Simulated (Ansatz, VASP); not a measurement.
ZrB2: VASP beside Ansatz

File INCAR:

```
  PREC = Accurate
  ENCUT = 520
  EDIFF = 1E-7
  ISMEAR = 0
  SIGMA = 0.15
  LREAL = False
  LASPH = True
  NELM = 100
  ALGO = Normal
  ISIF = 2
  LWAVE = False
  LCHARG = False
  GGA = CA
  NBANDS = 16
```

Contents of KPOINTS:

```
Automatic mesh
0
Gamma
  18 18 12
```

The input POSCAR:

```
ZrB2
1.0
    3.0247741476      0.0000000000      0.0000000000
   -1.5123870738      2.6195312525      0.0000000000
    0.0000000000      0.0000000000      4.0414007386
Zr B
1 2
Direct
    0.0000000000      0.0000000000      0.0000000000
    0.3333333333      0.6666666667      0.5000000000
    0.6666666667      0.3333333333      0.5000000000
```

Input for Ansatz:

```yaml
crystal:
  lattice:
    - [3.0247741476, 0.0, 0.0]
    - [-1.5123870738, 2.6195312525, 0.0]
    - [0.0, 0.0, 4.0414007386]
  atoms:
    - { symbol: Zr, position: [0.0, 0.0, 0.0] }
    - { symbol: B, position: [0.3333333333, 0.6666666667, 0.5] }
    - { symbol: B, position: [0.6666666667, 0.3333333333, 0.5] }
basis:
  ecutwfc: 520.0
kpoints:
  mp_grid: { grid: [18, 18, 12] }
hamiltonian:
  xc: lda
  pseudopotentials: { kind: paw }
scf:
  occupations: { method: gaussian, width: 0.15 }
output:
  forces: true
  stress: true
  eigenvalues: true
```

Alike in both runs: task single point; functional LDA; k mesh 18 × 18 × 12; occupations gaussian, width 0.15 eV; no spin polarisation.

|  | VASP | Ansatz |
| --- | --- | --- |
| version | VASP 6.6.1 | Ansatz 0.2.0 |
| potentials or method | VASP PAW LDA potentials, release 64 (Zr_sv, B), cutoff 520 eV | scalar-relativistic, plane waves, PAW |
| valence electrons in the cell | 18 | 18 |

Ansatz gave:

* gap on the k mesh at the Fermi level (eV): none
* pressure (GPa): -11.2
* traceless stress, the component that is largest in VASP (GPa): -34.06

Problem. Which values does VASP return?

Solution. gap on the k mesh at the Fermi level (eV): none; pressure (GPa): -10.8; traceless stress, the component that is largest in VASP (GPa): -34.07.

LDA's correlation is that of Perdew and Zunger in VASP and of Perdew and Wang (1992) in Ansatz. A gap of «none» marks a metal or a gap that the smearing closes.
